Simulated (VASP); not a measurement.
**SnO2: single point with r2SCAN**

The system is SnO2.

```
Sn O
1.0
     4.75982    0.00000    0.00000
     0.00000    4.76006    0.00000
     0.00000    0.00000    3.20071
Sn O
2 4
Direct
  0.50000 0.50000 0.50000
  0.00000 0.00000 0.00000
  0.30586 0.30596 0.00000
  0.80586 0.19404 0.50000
  0.19414 0.80596 0.50000
  0.69414 0.69404 0.00000
```

```
Program             : VASP 6.6.1
Task                : single point
Functional          : r2SCAN
Potentials or basis : VASP PAW PBE potentials, release 64 (Sn_d, O)
Cutoff              : 520 eV
k mesh              : 6 × 6 × 10
Occupations         : gaussian, width 0.05 eV
Spin                : no spin polarisation
```

The pressure is 1.1 GPa and the largest force is 0.028 eV/Å. The band gap on the k mesh is 1.79 eV, direct.

Forces on the atoms (eV/Å):
```
Sn   0.000  0.000  0.000
Sn   0.000  0.000  0.000
O   -0.020 -0.020  0.000
O   -0.020  0.020  0.000
O    0.020 -0.020  0.000
O    0.020  0.020  0.000
```

Stress tensor (GPa, compression positive):
```
0.93 0.00 0.00
0.00 0.93 0.00
0.00 0.00 1.44
```

Levels at points of the mesh, in eV from the valence-band top:
| k point | band 24 | band 25 | band 26 | band 27 | band 28 | band 29 |
| --- | --- | --- | --- | --- | --- | --- |
| (0.00, 0.00, 0.00) | -0.78 | -0.78 | 0.00 | 1.79 | 6.81 | 7.05 |
| (0.50, 0.00, 0.00) | -1.17 | -0.62 | -0.62 | 5.00 | 5.00 | 7.81 |
| (0.00, 0.50, 0.00) | -1.17 | -0.62 | -0.62 | 5.00 | 5.00 | 7.81 |
| (0.50, 0.50, 0.00) | -1.30 | -0.92 | -0.92 | 5.44 | 5.44 | 8.22 |
| (0.00, 0.00, 0.50) | -1.67 | -1.27 | -1.27 | 6.87 | 6.87 | 10.53 |
| (0.50, 0.00, 0.50) | -1.11 | -0.69 | -0.69 | 7.15 | 7.15 | 8.85 |
| (0.00, 0.50, 0.50) | -1.11 | -0.69 | -0.69 | 7.15 | 7.15 | 8.85 |
| (0.50, 0.50, 0.50) | -0.96 | -0.85 | -0.85 | 5.52 | 5.52 | 9.65 |

Run time: 19 min on 1 thread of Oxide Virtual Turin-like Processor (shared host), peak memory 0.28 GiB.

Caveat: the PAW data sets were made with another functional, which shifts forces and pressure a little; spin-orbit coupling is left out, which moves the levels of the heavy elements. r2SCAN opens gaps a little over a GGA but as a rule still falls short of measured ones.
